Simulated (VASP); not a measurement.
# Os (P6_3/mmc) in VASP: further runs

The runs below take Os through single point, relaxation of cell and atoms, with PBEsol.

Everything below comes from runs of VASP 6.6.1. Logs are shortened: lines on timing, memory, paths and dates and some standing lists are left out, and cuts for length are marked.

## Step 1: The cell of the first run

Symmetry: P6_3/mmc, No. 194, hexagonal system. Conventional cell: a = 2.726 Å, b = 2.726 Å, c = 4.313 Å, α = 90.00°, β = 90.00°, γ = 120.00°. Os (site symmetry -6m2) has 12 Os at 2.67 to 2.73 Å within 3.5 Å.

## Step 2: Single point, PBEsol

INCAR

```
ALGO = Normal ; EDIFF = 1E-7
ENCUT = 520 ; GGA = PS
ISIF = 2 ; ISMEAR = 0
LASPH = True ; LCHARG = False
LREAL = False ; LWAVE = False
NBANDS = 15 ; NELM = 60
PREC = Accurate ; SIGMA = 0.1
```

KPOINTS

```
k-points
0
Gamma
  9 9 5
```

POSCAR

```
Os
1.0
    2.7260826932      0.0000000000      0.0000000000
   -1.3630413466      2.3608568651      0.0000000000
    0.0000000000      0.0000000000      4.3134621172
Os
2
Direct
    0.3333333333      0.6666666667      0.2500000000
    0.6666666667      0.3333333333      0.7500000000
```

Potentials or basis: VASP PAW PBE potentials, release 64 (Os).

Command:

```console
> cat potpaw_PBE.64/Os/POTCAR > POTCAR
> mpirun -np 1 vasp_std > vasp.out
```

OUTCAR:

```text
EDIFF = 1E-7
   ENCUT = 520
   GGA = PS
   ISIF = 2
   ISMEAR = 0
   LASPH = True
   LREAL = False
   NELM = 60
   PREC = Accurate

 ion  position               nearest neighbor table
   1  0.333  0.667  0.250-   2 2.67   2 2.67   2 2.67   2 2.67   2 2.67   2 2.67
   2  0.667  0.333  0.750-   1 2.67   1 2.67   1 2.67   1 2.67   1 2.67   1 2.67

  LATTYP: Found a hexagonal cell.
 ALAT       =     2.7260826932
 C/A-ratio  =     1.5822932033

  Lattice vectors:

 A1 = (   2.7260826932,   0.0000000000,   0.0000000000)
 A2 = (  -1.3630413466,   2.3608568651,   0.0000000000)
 A3 = (   0.0000000000,   0.0000000000,   4.3134621172)

Analysis of symmetry for initial positions (statically):
=====================================================================
 Subroutine PRICEL returns:
 Original cell was already a primitive cell.

 Routine SETGRP: Setting up the symmetry group for a
 hexagonal supercell.

 Subroutine GETGRP returns: Found 24 space group operations
 (whereof 12 operations were pure point group operations)
 out of a pool of 24 trial point group operations.

The static configuration has the point symmetry D_3d.
 The point group associated with its full space group is D_6h.

Analysis of symmetry for dynamics (positions and initial velocities):
=====================================================================
 Subroutine PRICEL returns:
 Original cell was already a primitive cell.

 Routine SETGRP: Setting up the symmetry group for a
 hexagonal supercell.

 Subroutine GETGRP returns: Found 24 space group operations
 (whereof 12 operations were pure point group operations)
 out of a pool of 24 trial point group operations.

The dynamic configuration has the point symmetry D_3d.
 The point group associated with its full space group is D_6h.

 Subroutine INISYM returns: Found 24 space group operations
 (whereof 12 operations are pure point group operations),
 and found     1 'primitive' translations

----------------------------------------------------------------------------------------

                                     Primitive cell

  volume of cell :      27.7610

  direct lattice vectors                    reciprocal lattice vectors
     2.726082693  0.000000000  0.000000000     0.366826730  0.211787511  0.000000000
    -1.363041347  2.360856865  0.000000000     0.000000000  0.423575023  0.000000000
     0.000000000  0.000000000  4.313462117     0.000000000  0.000000000  0.231832336

  length of vectors
     2.726082693  2.726082693  4.313462117     0.423575023  0.423575023  0.231832336

  position of ions in fractional coordinates (direct lattice)
     0.333333333  0.666666667  0.250000000
     0.666666667  0.333333333  0.750000000

  ion indices of the primitive-cell ions
   primitive index   ion index
                 1           1
                 2           2

----------------------------------------------------------------------------------------

 KPOINTS: k-points

Automatic generation of k-mesh.
 Grid dimensions read from file:
 generate k-points for:    9    9    5

 Generating k-lattice:

  Cartesian coordinates                     Fractional coordinates (reciprocal lattice)
     0.040758526  0.023531946  0.000000000     0.111111111  0.000000000  0.000000000
     0.000000000  0.047063891  0.000000000     0.000000000  0.111111111  0.000000000
     0.000000000  0.000000000  0.046366467     0.000000000  0.000000000  0.200000000

  Length of vectors
     0.047063891  0.047063891  0.046366467

  Shift w.r.t. Gamma in fractional coordinates (k-lattice)
     0.000000000  0.000000000  0.000000000

 Subroutine IBZKPT returns following result:
 ===========================================

 Found     36 irreducible k-points:

 Following reciprocal coordinates:
            Coordinates               Weight
  0.000000  0.000000  0.000000      1.000000
  0.111111 -0.000000  0.000000      6.000000
  0.222222 -0.000000  0.000000      6.000000
  0.333333 -0.000000  0.000000      6.000000
  0.444444 -0.000000  0.000000      6.000000
  0.111111  0.111111  0.000000      6.000000
[... 16 lines left out ...]
  0.333333  0.222222  0.200000     24.000000
  0.333333  0.333333  0.200000      4.000000
 [... further k-points ...]
   k-points           NKPTS =     36   k-points in BZ     NKDIM =     36   number of bands    NBANDS=     15
   number of dos      NEDOS =    301   number of ions     NIONS =      2
   total plane-waves  NPLWV =  12800
   dimension x,y,z NGX =    20 NGY =   20 NGZ =   32
   dimension x,y,z NGXF=    40 NGYF=   40 NGZF=   64
   ions per type =               2
   NGX,Y,Z   is equivalent  to a cutoff of  12.20, 12.20, 12.33 a.u.
   NGXF,Y,Z  is equivalent  to a cutoff of  24.39, 24.39, 24.67 a.u.
 SYSTEM =  unknown system
   PREC   = accura    normal or accurate (medium, high low for compatibility)
   ISTART =      0    job   : 0-new  1-cont  2-samecut
   ICHARG =      2    charge: 1-file 2-atom 10-const
   ISPIN  =      1    spin polarized calculation?
   LNONCOLLINEAR =      F non collinear calculations
   LSORBIT =      F    spin-orbit coupling
   LASPH  =      T    aspherical Exc in radial PAW
   ENCUT  =  520.0 eV  38.22 Ry    6.18 a.u.   5.07  5.07  8.02*2*pi/ulx,y,z
   NELM   =     60;   NELMIN=  2; NELMDL= -5     # of ELM steps
   EDIFF  = 0.1E-06   stopping-criterion for ELM
   LREAL  =      F    real-space projection
   EDIFFG = 0.1E-05   stopping-criterion for IOM
   NSW    =      0    number of steps for IOM
   IBRION =     -1    ionic relax: 0-MD 1-quasi-New 2-CG
   NFREE  =      0    steps in history (QN), initial steepest desc. (CG)
   ISIF   =      2    stress and relaxation
   ISYM   =      2    0-nonsym 1-usesym 2-fastsym
   POTIM  = 0.5000    time-step for ionic-motion
   TEBEG  =    0.0;   TEEND  =   0.0 temperature during run
   PSTRESS=    0.0 pullay stress
   NELECT =      16.0000    total number of electrons
   NUPDOWN=      -1.0000    fix difference up-down
   EMIN   =  10.00;   EMAX   =-10.00  energy-range for DOS
   EFERMI =   0.00;   METHOD = LEGACY
   ISMEAR =     0;   SIGMA  =   0.10  broadening in eV -4-tet -1-fermi 0-gaus
   EFERMI_NEDOS =   21; number of points for ismear=-14 and -15
   IALGO  =     38    algorithm
   IMIX   =      4    mixing-type and parameters
     AMIX     =   0.40;   BMIX     =  1.00
     AMIX_MAG =   1.60;   BMIX_MAG =  1.00
  volume/ion in A,a.u.               =      13.88        93.67
  Fermi-wavevector in a.u.,A,eV,Ry     =   1.362396  2.574555 25.254074  1.856122
  Thomas-Fermi vector in A             =   2.488889
   LORBIT       =      0    0 simple, 1 ext, 2 COOP (PROOUT), +10 PAW based schemes
   GGA     = PS    functional components
   LHFCALC =     F    Hartree Fock is set to
   AEXX    =    0.0000 exact exchange contribution
   IVDW    =     0    specifies the selected vdW correction
   LEPSILON=     F    determine dielectric tensor
   LRPA    =     F    only Hartree local field effects (RPA)
 non-spin polarized calculation
 Gauss-broadening in eV      SIGMA  =   0.10
  energy-cutoff  :      520.00
  volume of cell :       27.76
 maximum number of plane-waves:       760
   NGX = 11   NGY = 11   NGZ = 17

 number of electron      15.9999998 magnetization

 Free energy of the ion-electron system (eV)
  ---------------------------------------------------
  ext. energy  EPLUGINS =         0.00000000
  ---------------------------------------------------
  free energy    TOTEN  =       -24.51316192 eV

  energy without entropy =      -24.50663177  energy(sigma->0) =      -24.50989685

 E-fermi :   9.6175     XC(G=0): -14.1978

 val. band max:        9.6172964124   @ k =   0.1111   0.1111   0.4000
 cond. band min:       9.6466426169   @ k =   0.1111  -0.0000   0.4000
 fundamental gap:      0.0293462045
 Fermi energy:         9.6174858282

 k-point     1 :       0.0000    0.0000    0.0000
  band No.  band energies     occupation
      1      -1.6413      2.00000
      2       1.5204      2.00000
      3       6.3168      2.00000
      4       6.3168      2.00000
      5       6.5669      2.00000
      6       7.1689      2.00000
      7       7.1689      2.00000
      8       7.8628      2.00000
      9       7.8628      2.00000
     10       9.4082      1.99692
     11      11.1444      0.00000
     12      11.1444      0.00000
     13      18.5454      0.00000
     14      23.4597      0.00000
     15      26.1836      0.00000

 k-point     2 :       0.1111   -0.0000    0.0000
  band No.  band energies     occupation
      1      -1.1441      2.00000
      2       1.9534      2.00000
      3       5.5973      2.00000
      4       6.7609      2.00000
      5       6.8505      2.00000
      6       7.0796      2.00000
      7       7.2234      2.00000
      8       7.5262      2.00000
      9       7.5832      2.00000
     10       8.1803      2.00000
     11      11.3725      0.00000
     12      13.2884      0.00000
     13      18.4907      0.00000
     14      24.4518      0.00000
     15      26.7932      0.00000

 k-point     3 :       0.2222   -0.0000    0.0000
  band No.  band energies     occupation
      1       0.1606      2.00000
      2       2.7568      2.00000
      3       4.9728      2.00000
      4       5.2012      2.00000
      5       6.3614      2.00000
      6       6.8446      2.00000
      7       7.5700      2.00000
      8       8.0200      2.00000
      9       8.2899      2.00000
     10       8.7429      2.00000
     11      11.7707      0.00000
     12      16.2686      0.00000
     13      18.1840      0.00000
     14      24.5413      0.00000
     15      26.1513      0.00000

 k-point     4 :       0.3333   -0.0000    0.0000
  band No.  band energies     occupation
      1       1.5739      2.00000
      2       2.6168      2.00000
      3       3.7418      2.00000
      4       5.3980      2.00000
      5       6.2298      2.00000
      6       6.7034      2.00000
      7       7.1083      2.00000
      8       9.8039      0.00838
      9      10.0680      0.00000
     10      10.3579      0.00000
     11      12.0518      0.00000
     12      17.8681      0.00000
     13      19.1055      0.00000
     14      20.5547      0.00000
     15      23.9516      0.00000
[... 307 lines left out ...]
 k-point    22 :       0.2222    0.2222    0.2000
  band No.  band energies     occupation
      1       2.6382      2.00000
      2       3.2125      2.00000
      3       4.0854      2.00000
      4       4.3788      2.00000
      5       6.0024      2.00000
      6       6.4644      2.00000
      7       6.8403      2.00000
      8       9.3003      1.99999
      9      10.6617      0.00000
     10      11.5059      0.00000
     11      12.7520      0.00000
     12      16.7831      0.00000
     13      18.9630      0.00000
     14      20.9970      0.00000
     15      23.3230      0.00000

 k-point    23 :       0.3333    0.2222    0.2000
  band No.  band energies     occupation
      1       2.7001      2.00000
      2       3.6292      2.00000
      3       3.8602      2.00000
      4       4.5001      2.00000
      5       5.7611      2.00000
      6       6.5784      2.00000
      7       7.6841      2.00000
      8      10.2120      0.00000
      9      10.6679      0.00000
     10      11.8791      0.00000
     11      14.4481      0.00000
     12      16.0891      0.00000
     13      18.8219      0.00000
     14      19.5388      0.00000
     15      22.6078      0.00000

 k-point    24 :       0.3333    0.3333    0.2000
  band No.  band energies     occupation
      1       3.1472      2.00000
      2       3.8003      2.00000
      3       3.8003      2.00000
      4       4.7616      2.00000
      5       5.9202      2.00000
      6       5.9202      2.00000
      7       7.9334      2.00000
      8      10.2757      0.00000
      9      11.0444      0.00000
     10      11.0444      0.00000
     11      15.3998      0.00000
     12      15.3998      0.00000
     13      17.8885      0.00000
     14      22.3433      0.00000
     15      22.3433      0.00000

 [... further k-points ...]

------------------------ aborting loop because EDIFF is reached ----------------------------------------

  FORCE on cell =-STRESS in cart. coord.  units (eV):
  Direction    XX          YY          ZZ          XY          YZ          ZX
  --------------------------------------------------------------------------------------
  -------------------------------------------------------------------------------------
  Total        0.0933321      0.0933321      0.0849464      0.0000000      0.0000000      0.0000000
  in kB        5.3865029      5.3865029      4.9025359      0.0000000      0.0000000      0.0000000
  external PRESSURE =       5.2251806 kB  Pullay stress =       0.0000000 kB

 VOLUME and BASIS-vectors are now :
 -----------------------------------------------------------------------------
  energy-cutoff  :      520.00
  volume of cell :       27.76
      direct lattice vectors                 reciprocal lattice vectors
     2.726082693  0.000000000  0.000000000     0.366826730  0.211787511  0.000000000
    -1.363041347  2.360856865  0.000000000     0.000000000  0.423575023  0.000000000
     0.000000000  0.000000000  4.313462117     0.000000000  0.000000000  0.231832336

 POSITION                                       TOTAL-FORCE (eV/Angst)
 -----------------------------------------------------------------------------------
     -0.00000      1.57390      1.07837        -0.000000     -0.000000      0.000000
      1.36304      0.78695      3.23510         0.000000      0.000000      0.000000
 -----------------------------------------------------------------------------------
    total drift:                               -0.000000      0.000000     -0.000000

  FREE ENERGIE OF THE ION-ELECTRON SYSTEM (eV)
  ---------------------------------------------------
  free  energy   TOTEN  =       -24.5131619220 eV

  energy  without entropy=      -24.5066317731  energy(sigma->0) =      -24.50989685
```

It took 8.7 s on 1 thread of Intel Xeon 6975P-C (Granite Rapids), shared host; peak memory 0.14 GiB.

Results:

```yaml
Free_energy: -24.5132 eV
Pressure: 0.5 GPa
Band_gap_on_the_k_mesh: zero (band 8 reaches 11.48 eV, above the bottom of band 9 at 7.58 eV)
```

Caveat: the PAW data sets were made with another functional, which shifts forces and pressure a little; spin-orbit coupling is left out, which moves the levels of the heavy elements.

(Continued in part 2 of 2.)
